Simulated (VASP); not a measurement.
# WS2 (R3m) in VASP: notebook

Aim: see how the results for WS2 move with the level of theory and the settings. Levels: pbe exchange, lda correlation. Tasks: single point.

Program: VASP 6.6.1. These are calculated values, not measurements. Logs are shortened: lines on timing, memory, paths and dates and some standing lists are left out, and cuts for length are marked.

## (1) The cell of the first run

It takes space group R3m (No. 160, trigonal). Conventional cell: a = 3.115 Å, b = 3.115 Å, c = 18.240 Å, α = 90.00°, β = 90.00°, γ = 120.00°. Within 3.2 Å of W (site symmetry 3m) lie 6 S at 2.36 to 2.38 Å and 6 W at 3.12 Å. Within 3.2 Å of S (site symmetry 3m) lie 3 W at 2.38 Å and 7 S at 3.09 to 3.12 Å. Within 3.2 Å of S (site symmetry 3m) lie 3 W at 2.36 Å and 7 S at 3.09 to 3.12 Å.

## (2) Single point, pbe exchange, lda correlation (17.03 Å³/atom)

INCAR

```
SYSTEM = WS2
PREC = Accurate
ENCUT = 500
EDIFF = 1E-6
ISMEAR = 0
SIGMA = 0.025
LREAL = .False.
LASPH = .True.
NELM = 120
ALGO = Normal
ISIF = 2
LWAVE = .False.
LCHARG = .False.
GGA = LIBXC
LIBXC1 = GGA_X_PBE
LIBXC2 = LDA_C_PW
NBANDS = 20
GGA_COMPAT = .False.
```

KPOINTS

```
regular mesh
0
Gamma
  10 10 10
  0 0 0
```

POSCAR

```
WS2
1.0
    1.5576595461      0.8993151583      6.0800348339
   -1.5576595461      0.8993151583      6.0800348339
    0.0000000000     -1.7986303165      6.0800348339
W S
1 2
Direct
    0.0000000000      0.0000000000      0.0000000000
    0.5810000000      0.5810000000      0.5810000000
    0.7503000000      0.7503000000      0.7503000000
```

Potentials or basis: VASP PAW PBE potentials, release 64 (W_sv, S).

Run with:

```sh
$ cat potpaw_PBE.64/W_sv/POTCAR potpaw_PBE.64/S/POTCAR > POTCAR
$ mpirun -np 1 vasp_std > vasp.out
```

OUTCAR:

```text
SYSTEM = WS2
   PREC = Accurate
   ENCUT = 500
   EDIFF = 1E-6
   ISMEAR = 0
   LREAL = .False.
   LASPH = .True.
   NELM = 120
   ISIF = 2
   GGA = LIBXC

 ion  position               nearest neighbor table
   1  0.000  0.000  0.000-   3 2.36   3 2.36   3 2.36   2 2.38   2 2.38   2 2.38
   2  0.581  0.581  0.581-   1 2.38   1 2.38   1 2.38
   3  0.750  0.750  0.750-   1 2.36   1 2.36   1 2.36

  LATTYP: Found a trigonal (rhomboedric) cell.
 ALAT       =     6.3404963999
 COS(alpha) =     0.8792940837

  Lattice vectors:

 A1 = (   1.5576595461,   0.8993151583,   6.0800348339)
 A2 = (  -1.5576595461,   0.8993151583,   6.0800348339)
 A3 = (   0.0000000000,  -1.7986303165,   6.0800348339)

Analysis of symmetry for initial positions (statically):
=====================================================================
 Subroutine PRICEL returns:
 Original cell was already a primitive cell.

 Routine SETGRP: Setting up the symmetry group for a
 trigonal (rhombohedral) supercell.

 Subroutine GETGRP returns: Found  6 space group operations
 (whereof  6 operations were pure point group operations)
 out of a pool of 12 trial point group operations.

The static configuration has the point symmetry C_3v.

Analysis of symmetry for dynamics (positions and initial velocities):
=====================================================================
 Subroutine PRICEL returns:
 Original cell was already a primitive cell.

 Routine SETGRP: Setting up the symmetry group for a
 trigonal (rhombohedral) supercell.

 Subroutine GETGRP returns: Found  6 space group operations
 (whereof  6 operations were pure point group operations)
 out of a pool of 12 trial point group operations.

The dynamic configuration has the point symmetry C_3v.

 Subroutine INISYM returns: Found  6 space group operations
 (whereof  6 operations are pure point group operations),
 and found     1 'primitive' translations

----------------------------------------------------------------------------------------

                                     Primitive cell

  volume of cell :      51.1025

  direct lattice vectors                    reciprocal lattice vectors
     1.557659546  0.899315158  6.080034834     0.320994406  0.185326206  0.054824247
    -1.557659546  0.899315158  6.080034834    -0.320994406  0.185326206  0.054824247
     0.000000000 -1.798630316  6.080034834     0.000000000 -0.370652413  0.054824247

  length of vectors
     6.340496400  6.340496400  6.340496400     0.374685080  0.374685080  0.374685080

  position of ions in fractional coordinates (direct lattice)
     0.000000000  0.000000000  0.000000000
     0.581000000  0.581000000  0.581000000
     0.750300000  0.750300000  0.750300000

  ion indices of the primitive-cell ions
   primitive index   ion index
                 1           1
                 2           2
                 3           3

----------------------------------------------------------------------------------------

 KPOINTS: regular mesh

Automatic generation of k-mesh.
 Grid dimensions read from file:
 generate k-points for:   10   10   10

 Generating k-lattice:

  Cartesian coordinates                     Fractional coordinates (reciprocal lattice)
     0.032099441  0.018532621  0.005482425     0.100000000  0.000000000 -0.000000000
    -0.032099441  0.018532621  0.005482425     0.000000000  0.100000000 -0.000000000
     0.000000000 -0.037065241  0.005482425     0.000000000  0.000000000  0.100000000

  Length of vectors
     0.037468508  0.037468508  0.037468508

  Shift w.r.t. Gamma in fractional coordinates (k-lattice)
     0.000000000  0.000000000  0.000000000

 Subroutine IBZKPT returns following result:
 ===========================================

 Found    116 irreducible k-points:

 Following reciprocal coordinates:
            Coordinates               Weight
  0.000000  0.000000  0.000000      1.000000
  0.100000 -0.000000  0.000000      6.000000
  0.200000 -0.000000  0.000000      6.000000
  0.300000 -0.000000 -0.000000      6.000000
  0.400000 -0.000000  0.000000      6.000000
  0.500000 -0.000000 -0.000000      3.000000
[... 16 lines left out ...]
  0.300000  0.300000 -0.000000      6.000000
  0.400000  0.300000 -0.000000     12.000000
 [... further k-points ...]
   k-points           NKPTS =    116   k-points in BZ     NKDIM =    116   number of bands    NBANDS=     20
   number of dos      NEDOS =    301   number of ions     NIONS =      3
   total plane-waves  NPLWV = 110592
   dimension x,y,z NGX =    48 NGY =   48 NGZ =   48
   dimension x,y,z NGXF=    96 NGYF=   96 NGZF=   96
   ions per type =               1   2
   NGX,Y,Z   is equivalent  to a cutoff of  12.59, 12.59, 12.59 a.u.
   NGXF,Y,Z  is equivalent  to a cutoff of  25.17, 25.17, 25.17 a.u.
 SYSTEM =  WS2
   PREC   = accura    normal or accurate (medium, high low for compatibility)
   ISTART =      0    job   : 0-new  1-cont  2-samecut
   ICHARG =      2    charge: 1-file 2-atom 10-const
   ISPIN  =      1    spin polarized calculation?
   LNONCOLLINEAR =      F non collinear calculations
   LSORBIT =      F    spin-orbit coupling
   LASPH  =      T    aspherical Exc in radial PAW
   ENCUT  =  500.0 eV  36.75 Ry    6.06 a.u.  11.56 11.56 11.56*2*pi/ulx,y,z
   NELM   =    120;   NELMIN=  2; NELMDL= -5     # of ELM steps
   EDIFF  = 0.1E-05   stopping-criterion for ELM
   LREAL  =      F    real-space projection
   EDIFFG = 0.1E-04   stopping-criterion for IOM
   NSW    =      0    number of steps for IOM
   IBRION =     -1    ionic relax: 0-MD 1-quasi-New 2-CG
   NFREE  =      0    steps in history (QN), initial steepest desc. (CG)
   ISIF   =      2    stress and relaxation
   ISYM   =      2    0-nonsym 1-usesym 2-fastsym
   POTIM  = 0.5000    time-step for ionic-motion
   TEBEG  =    0.0;   TEEND  =   0.0 temperature during run
   PSTRESS=    0.0 pullay stress
   NELECT =      26.0000    total number of electrons
   NUPDOWN=      -1.0000    fix difference up-down
   EMIN   =  10.00;   EMAX   =-10.00  energy-range for DOS
   EFERMI =   0.00;   METHOD = LEGACY
   ISMEAR =     0;   SIGMA  =   0.03  broadening in eV -4-tet -1-fermi 0-gaus
   EFERMI_NEDOS =   21; number of points for ismear=-14 and -15
   IALGO  =     38    algorithm
   IMIX   =      4    mixing-type and parameters
     AMIX     =   0.40;   BMIX     =  1.00
     AMIX_MAG =   1.60;   BMIX_MAG =  1.00
  volume/ion in A,a.u.               =      17.03       114.95
  Fermi-wavevector in a.u.,A,eV,Ry     =   1.306929  2.469738 23.239617  1.708064
  Thomas-Fermi vector in A             =   2.437698
   LORBIT       =      0    0 simple, 1 ext, 2 COOP (PROOUT), +10 PAW based schemes
   GGA     = LIBXC    functional components
   LHFCALC =     F    Hartree Fock is set to
   AEXX    =    0.0000 exact exchange contribution
   IVDW    =     0    specifies the selected vdW correction
   LEPSILON=     F    determine dielectric tensor
   LRPA    =     F    only Hartree local field effects (RPA)
 non-spin polarized calculation
 Gauss-broadening in eV      SIGMA  =   0.03
  energy-cutoff  :      500.00
  volume of cell :       51.10
 maximum number of plane-waves:      1310
 NGX is ok and might be reduce to    48
   NGX = 23   NGY = 23   NGZ = 23

 number of electron      25.9999998 magnetization

 Free energy of the ion-electron system (eV)
  ---------------------------------------------------
  ext. energy  EPLUGINS =         0.00000000
  ---------------------------------------------------
  free energy    TOTEN  =       -19.61346949 eV

  energy without entropy =      -19.61346949  energy(sigma->0) =      -19.61346949

 E-fermi :   8.3503     XC(G=0): -10.8956

 val. band max:        7.9983895995   @ k =   0.5000   0.5000   0.5000
 cond. band min:       9.1125657837   @ k =  -0.2000   0.2000   0.0000
 fundamental gap:      1.1141761841
 Fermi energy:         8.3503294763

 k-point     1 :       0.0000    0.0000    0.0000
  band No.  band energies     occupation
      1     -66.7756      2.00000
      2     -31.0450      2.00000
      3     -30.8485      2.00000
      4     -30.8485      2.00000
      5      -7.9243      2.00000
      6      -5.8451      2.00000
[... 12 lines left out ...]
     19      16.3013      0.00000
     20      16.9475      0.00000

 k-point     2 :       0.1000   -0.0000    0.0000
  band No.  band energies     occupation
      1     -66.7734      2.00000
      2     -31.0375      2.00000
      3     -30.8891      2.00000
      4     -30.8578      2.00000
      5      -7.7462      2.00000
      6      -5.7997      2.00000
[... 12 lines left out ...]
     19      16.7942      0.00000
     20      17.0190      0.00000

 k-point     3 :       0.2000   -0.0000    0.0000
  band No.  band energies     occupation
      1     -66.7678      2.00000
      2     -31.0180      2.00000
      3     -30.9939      2.00000
      4     -30.8822      2.00000
      5      -7.2502      2.00000
      6      -5.6731      2.00000
[... 12 lines left out ...]
     19      16.7533      0.00000
     20      17.3122      0.00000

 k-point     4 :       0.3000   -0.0000   -0.0000
  band No.  band energies     occupation
      1     -66.7608      2.00000
      2     -31.1212      2.00000
      3     -30.9936      2.00000
      4     -30.9122      2.00000
      5      -6.5544      2.00000
      6      -5.4986      2.00000
[... 12 lines left out ...]
     19      16.0965      0.00000
     20      16.5278      0.00000

 k-point     5 :       0.4000   -0.0000    0.0000
  band No.  band energies     occupation
      1     -66.7551      2.00000
      2     -31.2222      2.00000
      3     -30.9738      2.00000
      4     -30.9363      2.00000
      5      -5.8833      2.00000
      6      -5.3393      2.00000
[... 12 lines left out ...]
     19      15.0859      0.00000
     20      15.8299      0.00000
[... 353 lines left out ...]
      6      -5.2331      2.00000
[... 12 lines left out ...]
     19      16.0925      0.00000
     20      17.0829      0.00000

 k-point    22 :      -0.2000    0.2000    0.0000
  band No.  band energies     occupation
      1     -66.7575      2.00000
      2     -31.1427      2.00000
      3     -30.9823      2.00000
      4     -30.9641      2.00000
      5      -6.2087      2.00000
      6      -5.3775      2.00000
[... 12 lines left out ...]
     19      16.3958      0.00000
     20      16.7937      0.00000

 k-point    23 :       0.3000    0.3000   -0.0000
  band No.  band energies     occupation
      1     -66.7608      2.00000
      2     -31.1212      2.00000
      3     -30.9936      2.00000
      4     -30.9122      2.00000
      5      -6.5047      2.00000
      6      -5.5734      2.00000
[... 12 lines left out ...]
     19      15.7792      0.00000
     20      17.0124      0.00000

 k-point    24 :       0.4000    0.3000   -0.0000
  band No.  band energies     occupation
      1     -66.7568      2.00000
      2     -31.1744      2.00000
      3     -30.9800      2.00000
      4     -30.9464      2.00000
      5      -6.0511      2.00000
      6      -5.4616      2.00000
[... 12 lines left out ...]
     19      15.6537      0.00000
     20      16.8979      0.00000

 [... further k-points ...]

------------------------ aborting loop because EDIFF is reached ----------------------------------------

  FORCE on cell =-STRESS in cart. coord.  units (eV):
  Direction    XX          YY          ZZ          XY          YZ          ZX
  --------------------------------------------------------------------------------------
  -------------------------------------------------------------------------------------
  Total        7.5503842      7.5503842      6.8798717      0.0000000      0.0000000      0.0000000
  in kB      236.7215858    236.7215858    215.6995052      0.0000000      0.0000000      0.0000000
  external PRESSURE =     229.7142256 kB  Pullay stress =       0.0000000 kB

 VOLUME and BASIS-vectors are now :
 -----------------------------------------------------------------------------
  energy-cutoff  :      500.00
  volume of cell :       51.10
      direct lattice vectors                 reciprocal lattice vectors
     1.557659546  0.899315158  6.080034834     0.320994406  0.185326206  0.054824247
    -1.557659546  0.899315158  6.080034834    -0.320994406  0.185326206  0.054824247
     0.000000000 -1.798630316  6.080034834     0.000000000 -0.370652413  0.054824247

 POSITION                                       TOTAL-FORCE (eV/Angst)
 -----------------------------------------------------------------------------------
      0.00000      0.00000      0.00000         0.000000     -0.000000     -0.668462
      0.00000      0.00000     10.59750         0.000000     -0.000000     -1.045012
      0.00000      0.00000     13.68555         0.000000      0.000000      1.713474
 -----------------------------------------------------------------------------------
    total drift:                                0.000000     -0.000000      0.000313

  FREE ENERGIE OF THE ION-ELECTRON SYSTEM (eV)
  ---------------------------------------------------
  free  energy   TOTEN  =       -19.6134694913 eV

  energy  without entropy=      -19.6134694913  energy(sigma->0) =      -19.61346949
```

Wall time 3.6 min (1 thread of AMD EPYC 9R45 (Zen 5), shared host); peak memory 0.34 GiB.

Results:

| Property | Result |
| --- | --- |
| Free energy | -19.6135 eV |
| Pressure | 23.0 GPa |
| Largest force | 1.713 eV/Å |
| Band gap on the k mesh | 1.11 eV (least direct gap 2.35 eV) |

Forces in eV/Å, atoms in the order of the input:
```
W    0.000  0.000 -0.668
S    0.000  0.000 -1.045
S    0.000  0.000  1.713
```

Caveat: the cell stands under pressure; the PAW data sets were made with another functional, which shifts forces and pressure a little; spin-orbit coupling is left out, which moves the levels of the heavy elements.

(Part 1 of 2 ends here.)
